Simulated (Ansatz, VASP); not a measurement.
**Tl in VASP and in Ansatz**

```
CELL_PARAMETERS angstrom
3.52512 0.00000 0.00000
-1.76256 3.05284 0.00000
0.00000 0.00000 5.52500
ATOMIC_POSITIONS crystal
Tl 0.66667 0.33333 0.75000
Tl 0.33333 0.66667 0.25000
```

Alike in both runs: functional PBEsol; k mesh 7 × 7 × 4; occupations fermi-dirac, width 0.05 eV; no spin polarisation.

```csv
,VASP,Ansatz
version,VASP 6.6.1,Ansatz 0.2.0
potentials or method,"VASP PAW PBE potentials, release 64 (Tl_d)",Ansatz PAW
plane-wave cutoff (eV),520,420
valence electrons in the cell,26,26
task,single point,band structure
```

|  | VASP | Ansatz | Ansatz less VASP |
| --- | --- | --- | --- |
| gap on the k mesh at the Fermi level (eV) | none | none | - |
| pressure (GPa) | -1.2 | -1.1 | +0.06 |
| traceless stress, the component that is largest in VASP (GPa) | -0.36 | -0.36 | +0.005 |

VASP's potentials were made for PBE, not for PBEsol. A gap of «none» marks a metal or a gap that the smearing closes.

Spin-orbit coupling is off throughout.
